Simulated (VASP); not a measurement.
BeTe:

```xyz
2
Lattice="0.0000 2.7700 2.7700 2.7700 0.0000 2.7700 2.7700 2.7700 0.0000" Properties=species:S:1:pos:R:3 pbc="T T T"
Be    0.0000    0.0000    0.0000
Te    4.1550    4.1550    4.1550
```

Base run:

```yaml
Program: VASP 6.6.1
Functional: PBE
Potentials_or_basis: VASP PAW PBE potentials, release 64 (Be, Te)
Cutoff: 520 eV
k_mesh: 11 × 11 × 11
Occupations: fermi-dirac, width 0.05 eV
Spin: no spin polarisation
```

Its results: band gap on the k mesh 1.87 eV, indirect (least direct gap 3.56 eV); pressure 4.5 GPa.

Question: After a change of settings the same cell gave: band gap on the k mesh 1.78 eV, indirect (least direct gap 3.54 eV); pressure 0.8 GPa. Which change was it?
A. functional from PBE to LDA; potentials or basis from VASP PAW PBE potentials, release 64 (Be, Te) to VASP PAW LDA potentials, release 64 (Be, Te)
B. further incar settings from ALGO = Normal; EDIFF = 1e-07; NBANDS = 11 to ALGO = Normal; EDIFF = 1e-08; NBANDS = 11
C. functional from PBE to PBEsol; further incar settings from ALGO = Normal; EDIFF = 1e-07; NBANDS = 11 to ALGO = Normal; EDIFF = 1e-06; NBANDS = 11

Answer: A.

Caveats: spin-orbit coupling is left out, which moves the levels of the heavy elements.
